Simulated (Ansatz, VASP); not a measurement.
# One calculation of CuAu, two programs

INCAR

```
SYSTEM = CuAu
PREC     = Accurate       ! precision mode
ENCUT    = 520            ! plane-wave cutoff, eV
EDIFF    = 1E-6           ! SCF threshold, eV
ISMEAR   = 0              ! smearing method
SIGMA    = 0.1            ! smearing width, eV
LREAL    = .False.        ! projectors in reciprocal space
LASPH    = .True.         ! aspherical terms in the spheres
NELM     = 80             ! most SCF steps
ALGO     = Normal         ! electronic algorithm
ISIF     = 2              ! what is computed and relaxed
LWAVE    = .False.        ! write WAVECAR
LCHARG   = .False.        ! write CHGCAR
GGA      = PE             ! functional
NBANDS   = 18             ! bands
```

File KPOINTS:

```
regular mesh
0
Gamma
  6 6 4
  0 0 0
```

File POSCAR:

```
CuAu
1.0
    2.8000000000      0.0000000000      0.0000000000
    0.0000000000      2.8000000000      0.0000000000
    0.0000000000      0.0000000000      3.6700000000
Cu Au
1 1
Direct
    0.8680000000      1.1260000000      1.2750000000
    0.3680000000      0.6260000000      0.7750000000
```

Input for Ansatz:

```yaml
crystal:
  lattice:
    - [2.8, 0.0, 0.0]
    - [0.0, 2.8, 0.0]
    - [0.0, 0.0, 3.67]
  atoms:
    - { symbol: Cu, position: [0.868, 1.126, 1.275] }
    - { symbol: Au, position: [0.368, 0.626, 0.775] }
basis: {}
kpoints:
  mp_grid: { grid: [6, 6, 4] }
hamiltonian:
  xc: pbe
  pseudopotentials: { kind: nc }
scf:
  occupations: { method: gaussian, width: 0.1 }
output:
  forces: true
  stress: true
  eigenvalues: true
```

Alike in both runs: task single point; functional PBE; k mesh 6 × 6 × 4; occupations gaussian, width 0.1 eV; no spin polarisation.

|  | VASP | Ansatz |
| --- | --- | --- |
| version | VASP 6.6.1 | Ansatz 0.2.0 |
| potentials or method | VASP PAW PBE potentials, release 64 (Cu, Au) | scalar-relativistic, plane waves, norm-conserving potentials |
| plane-wave cutoff (eV) | 520 | 1252 |
| valence electrons in the cell | 22 | 38 |

|  | VASP | Ansatz | Ansatz less VASP |
| --- | --- | --- | --- |
| gap on the k mesh at the Fermi level (eV) | none | none | - |
| pressure (GPa) | 7.1 | 7.2 | +0.12 |
| traceless stress, the component that is largest in VASP (GPa) | -2.31 | -2.39 | -0.087 |

A gap of «none» marks a metal or a gap that the smearing closes. VASP's potentials hold 22 valence electrons a cell and Ansatz's 38, so a difference there can come from the potentials and not from the codes.

The k mesh is coarse, so the values compare programs but aren't converged. Spin-orbit coupling is off throughout.
